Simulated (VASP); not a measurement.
# InH3 (P6/mmm) in VASP: single point with PBE

Aim: the single point of InH3 with PBE.

Program: VASP 6.6.1. These are calculated values, not measurements. Logs are shortened: lines on timing, memory, paths and dates and some standing lists are left out, and cuts for length are marked.

### Step 1. The cell of the first run

It takes space group P6/mmm (No. 191, hexagonal). The conventional cell has a = 7.652 Å, b = 7.652 Å, c = 3.927 Å, α = 90.00°, β = 90.00°, γ = 120.00°. In (site symmetry mmm) has 6 H at 1.91 to 1.96 Å within 2.5 Å. H (site symmetry mmm) has 2 In at 1.96 Å within 2.6 Å. H (site symmetry mm2) has 2 In at 1.91 Å and 2 H at 1.91 Å within 2.5 Å.

### Step 2. Single point, PBE

The input, INCAR:

```
PREC = Accurate
ENCUT = 520
EDIFF = 1E-6
ISMEAR = 0
SIGMA = 0.1
LREAL = False
LASPH = True
NELM = 60
ALGO = Normal
ISIF = 2
LWAVE = False
LCHARG = False
GGA = PE
NBANDS = 36
```

The input, KPOINTS:

```
regular mesh
0
Gamma
  3 3 4
```

The input, POSCAR:

```
InH3
1.0
    7.6519192000      0.0000000000      0.0000000000
   -3.8259596000      6.6267564100      0.0000000000
    0.0000000000      0.0000000000      3.9270968000
In H
3 9
Direct
    0.5000000000      0.0000000000      0.0000000000
    0.5000000000      0.5000000000      0.0000000000
    0.0000000000      0.5000000000      0.0000000000
    0.5000000000      0.0000000000      0.5000000000
    0.5000000000      0.7500000000      0.0000000000
    0.5000000000      0.2500000000      0.0000000000
    0.2500000000      0.7500000000      0.0000000000
    0.7500000000      0.2500000000      0.0000000000
    0.5000000000      0.5000000000      0.5000000000
    0.2500000000      0.5000000000      0.0000000000
    0.7500000000      0.5000000000      0.0000000000
    0.0000000000      0.5000000000      0.5000000000
```

Potentials or basis: VASP PAW PBE potentials, release 64 (In_d, H).

Launch:

```console
> cat potpaw_PBE.64/In_d/POTCAR potpaw_PBE.64/H/POTCAR > POTCAR
> mpirun -np 1 vasp_std > vasp.out
```

OUTCAR:

```text
PREC = Accurate
   ENCUT = 520
   EDIFF = 1E-6
   ISMEAR = 0
   LREAL = False
   LASPH = True
   NELM = 60
   ISIF = 2
   GGA = PE

 ion  position               nearest neighbor table
   1  0.500  0.000  0.000-   5 1.91   6 1.91   7 1.91   8 1.91   4 1.96   4 1.96   2 3.83   3 3.83
                             2 3.83   3 3.83
   2  0.500  0.500  0.000-   5 1.91   6 1.91  10 1.91  11 1.91   9 1.96   9 1.96   1 3.83   1 3.83
                             3 3.83   3 3.83
   3  0.000  0.500  0.000-   7 1.91   8 1.91  10 1.91  11 1.91  12 1.96  12 1.96   1 3.83   1 3.83
                             2 3.83   2 3.83
   4  0.500  0.000  0.500-   1 1.96   1 1.96
   5  0.500  0.750  0.000-   1 1.91   2 1.91
   6  0.500  0.250  0.000-   1 1.91   2 1.91
   7  0.250  0.750  0.000-   1 1.91   3 1.91
   8  0.750  0.250  0.000-   1 1.91   3 1.91
   9  0.500  0.500  0.500-   2 1.96   2 1.96
  10  0.250  0.500  0.000-   2 1.91   3 1.91
  11  0.750  0.500  0.000-   2 1.91   3 1.91
  12  0.000  0.500  0.500-   3 1.96   3 1.96

  LATTYP: Found a hexagonal cell.
 ALAT       =     7.6519192000
 C/A-ratio  =     0.5132172331

  Lattice vectors:

 A1 = (   7.6519192000,   0.0000000000,   0.0000000000)
 A2 = (  -3.8259596000,   6.6267564100,   0.0000000000)
 A3 = (   0.0000000000,   0.0000000000,   3.9270968000)

Analysis of symmetry for initial positions (statically):
=====================================================================
 Subroutine PRICEL returns:
 Original cell was already a primitive cell.

 Routine SETGRP: Setting up the symmetry group for a
 hexagonal supercell.

 Subroutine GETGRP returns: Found 24 space group operations
 (whereof 24 operations were pure point group operations)
 out of a pool of 24 trial point group operations.

The static configuration has the point symmetry D_6h.

Analysis of symmetry for dynamics (positions and initial velocities):
=====================================================================
 Subroutine PRICEL returns:
 Original cell was already a primitive cell.

 Routine SETGRP: Setting up the symmetry group for a
 hexagonal supercell.

 Subroutine GETGRP returns: Found 24 space group operations
 (whereof 24 operations were pure point group operations)
 out of a pool of 24 trial point group operations.

The dynamic configuration has the point symmetry D_6h.

 Subroutine INISYM returns: Found 24 space group operations
 (whereof 24 operations are pure point group operations),
 and found     1 'primitive' translations

----------------------------------------------------------------------------------------

                                     Primitive cell

  volume of cell :     199.1329

  direct lattice vectors                    reciprocal lattice vectors
     7.651919200  0.000000000  0.000000000     0.130686168  0.075451694  0.000000000
    -3.825959600  6.626756410  0.000000000     0.000000000  0.150903389  0.000000000
     0.000000000  0.000000000  3.927096800     0.000000000  0.000000000  0.254641037

  length of vectors
     7.651919200  7.651919196  3.927096800     0.150903389  0.150903389  0.254641037

  position of ions in fractional coordinates (direct lattice)
     0.500000000  0.000000000  0.000000000
     0.500000000  0.500000000  0.000000000
     1.000000000  0.500000000  0.000000000
     0.500000000  0.000000000  0.500000000
     0.500000000  0.750000000  0.000000000
     0.500000000  0.250000000  0.000000000
     0.250000000  0.750000000  0.000000000
     0.750000000  0.250000000  0.000000000
     0.500000000  0.500000000  0.500000000
     0.250000000  0.500000000  0.000000000
     0.750000000  0.500000000  0.000000000
     1.000000000  0.500000000  0.500000000

  ion indices of the primitive-cell ions
   primitive index   ion index
                 1           1
                 2           2
                 3           3
                 4           4
                 5           5
                 6           6
                 7           7
                 8           8
                 9           9
                10          10
                11          11
                12          12

----------------------------------------------------------------------------------------

 KPOINTS: regular mesh

Automatic generation of k-mesh.
 Grid dimensions read from file:
 generate k-points for:    3    3    4

 Generating k-lattice:

  Cartesian coordinates                     Fractional coordinates (reciprocal lattice)
     0.043562056  0.025150565  0.000000000     0.333333333 -0.000000000  0.000000000
     0.000000000  0.050301130  0.000000000     0.000000000  0.333333333  0.000000000
     0.000000000  0.000000000  0.063660259     0.000000000  0.000000000  0.250000000

  Length of vectors
     0.050301130  0.050301130  0.063660259

  Shift w.r.t. Gamma in fractional coordinates (k-lattice)
     0.000000000  0.000000000  0.000000000

 Subroutine IBZKPT returns following result:
 ===========================================

 Found      9 irreducible k-points:

 Following reciprocal coordinates:
            Coordinates               Weight
  0.000000  0.000000  0.000000      1.000000
  0.333333  0.000000  0.000000      6.000000
  0.333333  0.333333  0.000000      2.000000
  0.000000  0.000000  0.250000      2.000000
  0.333333  0.000000  0.250000     12.000000
  0.333333  0.333333  0.250000      4.000000
  0.000000  0.000000  0.500000      1.000000
  0.333333  0.000000  0.500000      6.000000
  0.333333  0.333333  0.500000      2.000000
   k-points           NKPTS =      9   k-points in BZ     NKDIM =      9   number of bands    NBANDS=     36
   number of dos      NEDOS =    301   number of ions     NIONS =     12
   total plane-waves  NPLWV = 108000
   dimension x,y,z NGX =    60 NGY =   60 NGZ =   30
   dimension x,y,z NGXF=   120 NGYF=  120 NGZF=   60
   ions per type =               3   9
   NGX,Y,Z   is equivalent  to a cutoff of  13.04, 13.04, 12.70 a.u.
   NGXF,Y,Z  is equivalent  to a cutoff of  26.07, 26.07, 25.40 a.u.
 SYSTEM =  unknown system
   PREC   = accura    normal or accurate (medium, high low for compatibility)
   ISTART =      0    job   : 0-new  1-cont  2-samecut
   ICHARG =      2    charge: 1-file 2-atom 10-const
   ISPIN  =      1    spin polarized calculation?
   LNONCOLLINEAR =      F non collinear calculations
   LSORBIT =      F    spin-orbit coupling
   LASPH  =      T    aspherical Exc in radial PAW
   ENCUT  =  520.0 eV  38.22 Ry    6.18 a.u.  14.23 14.23  7.30*2*pi/ulx,y,z
   NELM   =     60;   NELMIN=  2; NELMDL= -5     # of ELM steps
   EDIFF  = 0.1E-05   stopping-criterion for ELM
   LREAL  =      F    real-space projection
   EDIFFG = 0.1E-04   stopping-criterion for IOM
   NSW    =      0    number of steps for IOM
   IBRION =     -1    ionic relax: 0-MD 1-quasi-New 2-CG
   NFREE  =      0    steps in history (QN), initial steepest desc. (CG)
   ISIF   =      2    stress and relaxation
   ISYM   =      2    0-nonsym 1-usesym 2-fastsym
   POTIM  = 0.5000    time-step for ionic-motion
   TEBEG  =    0.0;   TEEND  =   0.0 temperature during run
   PSTRESS=    0.0 pullay stress
   NELECT =      48.0000    total number of electrons
   NUPDOWN=      -1.0000    fix difference up-down
   EMIN   =  10.00;   EMAX   =-10.00  energy-range for DOS
   EFERMI =   0.00;   METHOD = LEGACY
   ISMEAR =     0;   SIGMA  =   0.10  broadening in eV -4-tet -1-fermi 0-gaus
   EFERMI_NEDOS =   21; number of points for ismear=-14 and -15
   IALGO  =     38    algorithm
   IMIX   =      4    mixing-type and parameters
     AMIX     =   0.40;   BMIX     =  1.00
     AMIX_MAG =   1.60;   BMIX_MAG =  1.00
  volume/ion in A,a.u.               =      16.59       111.98
  Fermi-wavevector in a.u.,A,eV,Ry     =   1.018844  1.925335 14.123426  1.038043
  Thomas-Fermi vector in A             =   2.152324
   LORBIT       =      0    0 simple, 1 ext, 2 COOP (PROOUT), +10 PAW based schemes
   GGA     = PE    functional components
   LHFCALC =     F    Hartree Fock is set to
   AEXX    =    0.0000 exact exchange contribution
   IVDW    =     0    specifies the selected vdW correction
   LEPSILON=     F    determine dielectric tensor
   LRPA    =     F    only Hartree local field effects (RPA)
 non-spin polarized calculation
 Gauss-broadening in eV      SIGMA  =   0.10
  energy-cutoff  :      520.00
  volume of cell :      199.13
 maximum number of plane-waves:      5414
 NGX is ok and might be reduce to    60
   NGX = 29   NGY = 29   NGZ = 15

 number of electron      48.0000007 magnetization

 Free energy of the ion-electron system (eV)
  ---------------------------------------------------
  ext. energy  EPLUGINS =         0.00000000
  ---------------------------------------------------
  free energy    TOTEN  =       -33.02456224 eV

  energy without entropy =      -33.02326674  energy(sigma->0) =      -33.02391449

 E-fermi :   1.1337     XC(G=0):  -6.7925

 val. band max:        1.0079491451   @ k =   0.3333   0.3333   0.5000
 cond. band min:       1.2593925601   @ k =   0.0000   0.0000   0.0000
 fundamental gap:      0.2514434150
 Fermi energy:         1.1337382020

 k-point     1 :       0.0000    0.0000    0.0000
  band No.  band energies     occupation
      1     -13.7767      2.00000
      2     -13.7205      2.00000
      3     -13.7205      2.00000
      4     -13.5707      2.00000
      5     -13.5707      2.00000
      6     -13.5312      2.00000
[... 28 lines left out ...]
     35       8.0332      0.00000
     36       8.4923      0.00000
[... 281 lines left out ...]
      6     -13.4299      2.00000
[... 28 lines left out ...]
     35       7.2340      0.00000
     36       8.8951      0.00000

------------------------ aborting loop because EDIFF is reached ----------------------------------------

  FORCE on cell =-STRESS in cart. coord.  units (eV):
  Direction    XX          YY          ZZ          XY          YZ          ZX
  --------------------------------------------------------------------------------------
  -------------------------------------------------------------------------------------
  Total        2.2617113      2.2617113     -1.1370451      0.0000000      0.0000000      0.0000000
  in kB       18.1972079     18.1972078     -9.1484026      0.0000000      0.0000000      0.0000000
  external PRESSURE =       9.0820044 kB  Pullay stress =       0.0000000 kB

 VOLUME and BASIS-vectors are now :
 -----------------------------------------------------------------------------
  energy-cutoff  :      520.00
  volume of cell :      199.13
      direct lattice vectors                 reciprocal lattice vectors
     7.651919200  0.000000000  0.000000000     0.130686168  0.075451694  0.000000000
    -3.825959600  6.626756410  0.000000000     0.000000000  0.150903389  0.000000000
     0.000000000  0.000000000  3.927096800     0.000000000  0.000000000  0.254641037

 POSITION                                       TOTAL-FORCE (eV/Angst)
 -----------------------------------------------------------------------------------
      3.82596      0.00000      0.00000         0.000000      0.000000      0.000000
      1.91298      3.31338      0.00000         0.000000      0.000000      0.000000
     -1.91298      3.31338      0.00000         0.000000      0.000000      0.000000
      3.82596      0.00000      1.96355         0.000000      0.000000      0.000000
      0.95649      4.97007      0.00000         0.745348      0.430327      0.000000
      2.86947      1.65669      0.00000        -0.745348     -0.430327     -0.000000
     -0.95649      4.97007      0.00000        -0.745348      0.430327      0.000000
      4.78245      1.65669      0.00000         0.745348     -0.430327     -0.000000
      1.91298      3.31338      1.96355         0.000000      0.000000      0.000000
      0.00000      3.31338      0.00000         0.000000     -0.860654     -0.000000
      3.82596      3.31338      0.00000        -0.000000      0.860654      0.000000
     -1.91298      3.31338      1.96355         0.000000      0.000000      0.000000
 -----------------------------------------------------------------------------------
    total drift:                                0.000000     -0.000000     -0.000000

  FREE ENERGIE OF THE ION-ELECTRON SYSTEM (eV)
  ---------------------------------------------------
  free  energy   TOTEN  =       -33.0245622371 eV

  energy  without entropy=      -33.0232667446  energy(sigma->0) =      -33.02391449
```

Run time: 68 s. Hardware: 1 thread of AMD EPYC 7R13, shared host; peak memory 0.34 GiB.

Results:

```yaml
Free_energy: -33.0246 eV
Pressure: 0.9 GPa
Largest_force: 0.861 eV/Å
Band_gap_on_the_k_mesh: zero (band 24 reaches 1.26 eV, above the bottom of band 25 at 1.01 eV)
```

Forces on the atoms (eV/Å):
```
In   0.000  0.000  0.000
In   0.000  0.000  0.000
In   0.000  0.000  0.000
H    0.000  0.000  0.000
H    0.745  0.430  0.000
H   -0.745 -0.430  0.000
H   -0.745  0.430  0.000
H    0.745 -0.430  0.000
H    0.000  0.000  0.000
H    0.000 -0.861  0.000
H    0.000  0.861  0.000
H    0.000  0.000  0.000
```

Stress tensor (GPa, compression positive):
```
 1.82  0.00  0.00
 0.00  1.82  0.00
 0.00  0.00 -0.91
```

Levels at points of the mesh, in eV from the Fermi level:
```
           k point  band 20  band 21  band 22  band 23  band 24  band 25  band 26  band 27  band 28  band 29
(0.00, 0.00, 0.00)    -3.83    -3.83    -0.95     0.13     0.13     2.94     3.07     3.07     3.13     3.73
(0.00, 0.00, 0.50)    -4.70    -4.15    -4.15    -3.45    -3.45     2.78     2.78     3.57     3.74     4.20
```

Caveat: the k points lie up to 0.40 Å⁻¹ apart; spin-orbit coupling is left out, which moves the levels of the heavy elements.
